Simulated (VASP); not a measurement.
## BeSi: single point with PBE

BeSi:

```
CELL_PARAMETERS angstrom
2.96583 0.00000 0.00000
0.00000 2.96583 0.00000
0.00000 0.00000 2.96583
ATOMIC_POSITIONS crystal
Be 0.50373 0.47229 0.49520
Si 0.01020 0.00772 0.98887
```

This cell differs from its parent crystal: atoms moved at random.

- Program: VASP 6.6.1
- Task: single point
- Functional: PBE
- Potentials or basis: VASP PAW PBE potentials, release 64 (Be, Si)
- Cutoff: 520 eV
- k mesh: 9 × 9 × 9
- Occupations: fermi-dirac, width 0.05 eV
- Spin: no spin polarisation
- Dipole correction: no
- Further INCAR settings: ALGO = Normal; EDIFF = 1e-06; NBANDS = 10

```json
{
 "Pressure": "-8.5 GPa",
 "Largest force": "0.095 eV/Å",
 "Band gap on the k mesh": "zero (band 3 reaches 11.81 eV, above the bottom of band 4 at 5.92 eV)"
}
```

Forces in eV/Å, atoms in the order of the input:
```
Be   0.020  0.091 -0.020
Si  -0.020 -0.091  0.020
```

Stress tensor (GPa, compression positive):
```
-8.32  0.11 -0.02
 0.11 -8.90 -0.11
-0.02 -0.11 -8.32
```

Levels at points of the mesh, in eV from the Fermi level:
```tsv
k point	band 1	band 2	band 3	band 4	band 5	band 6	band 7
(0.00, 0.00, 0.00)	-12.58	1.24	1.25	1.29	4.56	4.60	6.31
```

It took 18 s on 1 thread of Intel(R) Xeon(R) 6975P-C (Granite Rapids) (shared host), peak memory 0.21 GiB.

Caveat: the cell differs from its parent crystal (atoms moved at random).
